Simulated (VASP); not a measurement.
**Ge: single point with PBE**

Crystal: Ge.

```xyz
2
Lattice="0.0000 2.8289 2.8289 2.8289 0.0000 2.8289 2.8289 2.8289 0.0000" Properties=species:S:1:pos:R:3 pbc="T T T"
Ge    4.2434    4.2434    4.2434
Ge    2.8289    2.8289    2.8289
```

* Program: VASP 6.6.1
* Task: single point
* Functional: PBE
* Potentials or basis: VASP PAW PBE potentials, release 64 (Ge_d)
* Cutoff: 520 eV
* k mesh: 7 × 7 × 7
* Occupations: fermi-dirac, width 0.05 eV
* Spin: no spin polarisation

| Quantity | Value |
| --- | --- |
| Pressure | 3.6 GPa |

Levels at points of the mesh, in eV from the Fermi level:
| k point | band 11 | band 12 | band 13 | band 14 | band 15 | band 16 | band 17 | band 18 |
| --- | --- | --- | --- | --- | --- | --- | --- | --- |
| (0.00, 0.00, 0.00) | -12.82 | -0.05 | -0.05 | -0.05 | -0.02 | 2.50 | 2.50 | 2.50 |

Wall time 8.8 s on 1 thread of Intel(R) Xeon(R) 6975P-C (Granite Rapids), on a shared host, peak memory 0.16 GiB.
